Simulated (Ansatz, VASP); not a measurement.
**One calculation of NaCl, two programs**

```
CELL_PARAMETERS angstrom
0.03550 3.08727 3.08727
3.08727 0.03550 3.08727
3.12278 3.12278 0.00000
ATOMIC_POSITIONS crystal
Na 0.00259 0.00259 0.99741
Cl 0.24741 0.24741 0.25259
```

Change from the starting cell: shear_xy strain +2.3%.

Alike in both runs: task single point; functional r2SCAN; k mesh 8 × 8 × 8; no spin polarisation.

|  | VASP | Ansatz |
| --- | --- | --- |
| version | VASP 6.6.1 | Ansatz 0.2.0 |
| potentials or method | VASP PAW PBE potentials, release 64 (Na_pv, Cl) | plane waves, PAW |
| plane-wave cutoff (eV) | 520 | 500 |
| occupations | gaussian, width 0.01 eV | fixed |
| valence electrons in the cell | 14 | 16 |

Ansatz gave:

- gap on the k mesh at the Fermi level (eV): 5.52
- pressure (GPa): 0.0
- traceless stress, the component that is largest in VASP (GPa): -0.13

Problem. Which values does VASP return?

Solution. gap on the k mesh at the Fermi level (eV): 5.53; pressure (GPa): -0.1; traceless stress, the component that is largest in VASP (GPa): -0.12.

VASP's potentials were made for PBE, not for r2SCAN. VASP's potentials hold 14 valence electrons a cell and Ansatz's 16, so a difference there can come from the potentials and not from the codes.
